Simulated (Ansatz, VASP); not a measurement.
**Two plane-wave programs on CuO2**

The input INCAR:

```
ALGO = Normal ; EDIFF = 1E-6
ENCUT = 520 ; GGA = PE
ISIF = 2 ; ISMEAR = 0
ISPIN = 2 ; LASPH = True
LCHARG = True ; LDAU = True
LDAUJ = 0 0 ; LDAUL = 2 -1
LDAUPRINT = 1 ; LDAUTYPE = 2
LDAUU = 4 0 ; LELF = True
LMAXMIX = 4 ; LORBIT = 11
LREAL = False ; LVHAR = True
LWAVE = False ; MAGMOM = 1 0 0
NBANDS = 22 ; NELM = 150
PREC = Accurate ; SIGMA = 0.1
```

The input KPOINTS:

```
k-points
0
Gamma
  14 14 14
```

POSCAR

```
CuO2
1.0
    0.0000000000      2.4441472340      2.4441472340
    2.4441472340      0.0000000000      2.4441472340
    2.4441472340      2.4441472340      0.0000000000
Cu O
1 2
Direct
    0.0000000000      0.0000000000      0.0000000000
    0.2500000000      0.2500000000      0.2500000000
    0.7500000000      0.7500000000      0.7500000000
```

Input for Ansatz:

```yaml
crystal:
  lattice:
    - [0.0, 2.444147234, 2.444147234]
    - [2.444147234, 0.0, 2.444147234]
    - [2.444147234, 2.444147234, 0.0]
  atoms:
    - { symbol: Cu, position: [0.0, 0.0, 0.0], spin: 1.0 }
    - { symbol: O, position: [0.25, 0.25, 0.25] }
    - { symbol: O, position: [0.75, 0.75, 0.75] }
basis:
  ecutwfc: 420
kpoints:
  mp_grid: { grid: [14, 14, 14] }
hamiltonian:
  xc: pbe
  hubbard: { sites: [{ species: Cu, l: d, u_eff: 4.0 }] }
scf:
  occupations: { method: gaussian, width: 0.1 }
output:
  forces: true
  stress: true
  eigenvalues: true
  populations: true
magnetization:
  spin_polarized: true
```

Alike in both runs: task single point; functional PBE; k mesh 14 × 14 × 14; occupations gaussian, width 0.1 eV; collinear spin; Hubbard terms Cu d U = 4.0 eV.

|  | VASP | Ansatz |
| --- | --- | --- |
| version | VASP 6.6.1 | Ansatz 0.2.0 |
| potentials or method | VASP PAW PBE potentials, release 64 (Cu, O), cutoff 520 eV | scalar-relativistic, plane waves, PAW |
| valence electrons in the cell | 23 | 31 |

```tsv
	VASP	Ansatz	Ansatz less VASP
gap on the k mesh at the Fermi level (eV)	none	none	-
pressure (GPa)	-3.1	0.0	+3.07
net moment per atom (μB)	0.81	0.76	-0.049
size of the moment on the site where the two differ most (μB)	0.67	0.64	-0.029
```

Site moments also hang on the region over which each program counts them. The programs project onto different local orbitals, so the same U acts differently, and such runs can settle in different states. A gap of «none» marks a metal or a gap that the smearing closes. VASP's potentials hold 23 valence electrons a cell and Ansatz's 31, so a difference there can come from the potentials and not from the codes. Ansatz's warnings: filled band counts differ across k points.
